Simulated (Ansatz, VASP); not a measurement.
## YF7: VASP beside Ansatz

```
Y F
1.0
     0.00000    3.50809    3.50809
     3.50809    0.00000    3.50809
     3.50809    3.50809    0.00000
Y F
1 7
Direct
  0.00000 0.00000 0.00000
  0.50000 0.50000 0.50000
  0.00000 0.00000 0.50000
  0.50000 0.00000 0.50000
  0.00000 0.50000 0.50000
  0.50000 0.50000 0.00000
  0.00000 0.50000 0.00000
  0.50000 0.00000 0.00000
```

Change from the starting cell: species swapped into the LiPd7 type (Fm-3m, No. 225).

Alike in both runs: functional PBE; k mesh 4 × 4 × 4; occupations gaussian, width 0.1 eV; collinear spin.

Ansatz relaxed the structure, and its values are those at the end. VASP's run is a single point on that final structure, the one shown.

|  | VASP | Ansatz |
| --- | --- | --- |
| version | VASP 6.6.1 | Ansatz 0.2.0 |
| potentials or method | VASP PAW PBE potentials, release 64 (Y_sv, F), cutoff 520 eV | scalar-relativistic, plane waves, PAW |
| valence electrons in the cell | 60 | 60 |

```tsv
	VASP	Ansatz	Ansatz less VASP
gap on the k mesh at the Fermi level (eV)	none	none	-
pressure (GPa)	-0.6	0.0	+0.61
net moment per atom (μB)	0.18	0.50	+0.318
size of the moment on the site where the two differ most (μB)	0.09	0.53	+0.440
```

The net moments are unlike, so the other rows may belong to different states. Site moments also hang on the region over which each program counts them. A gap of «none» marks a metal or a gap that the smearing closes.

The k mesh is coarse, so the values compare programs but aren't converged.
